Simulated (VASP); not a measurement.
A run of VASP 6.6.1 is set up as follows.

INCAR

```
SYSTEM = Ga3N4
  PREC = Accurate
  ENCUT = 520
  EDIFF = 1E-6
  ISMEAR = 0
  SIGMA = 0.05
  LREAL = .False.
  LASPH = .True.
  NELM = 150
  ALGO = Normal
  ISIF = 2
  LWAVE = .False.
  LCHARG = .True.
  ISPIN = 2
  MAGMOM = 0 0 0 3 0 0 0
  LORBIT = 11
  LDIPOL = .True.
  IDIPOL = 3
  DIPOL = 0.5 0.5 0.354
  GGA = PE
  LELF = .True.
  LVHAR = .True.
  LVACPOTAV = .True.
  NBANDS = 42
```

Contents of KPOINTS:

```
Automatic mesh
0
Gamma
  8 8 1
  0 0 0
```

The input POSCAR:

```
Ga3N4
1.0
    3.2165072845      0.0000000000      0.0000000000
    0.0000000000      3.2165072845      0.0000000000
    0.0000000000      0.0000000000     21.2198072894
N Ga
4 3
Direct
    0.0000000000      0.5000000000      0.1885031257
    0.5000000000      0.0000000000      0.2956866680
    0.0000000000      0.5000000000      0.4029970640
    0.6250000000      0.5000000000      0.5435647482
    0.5000000000      0.5000000000      0.2420948968
    0.0000000000      0.0000000000      0.3470972838
    0.5000000000      0.5000000000      0.4580535137
```

Potentials or basis: VASP PAW PBE potentials, release 64 (N, Ga_d).

Command:

```bash
$ cat potpaw_PBE.64/N/POTCAR potpaw_PBE.64/Ga_d/POTCAR > POTCAR
$ mpirun -np 1 vasp_std > vasp.out
```

(1) What does it give for the largest force?

(2) Estimate the net moment.

Answers

(1) 2.273 eV/Å.

(2) 1.76 μB per cell.
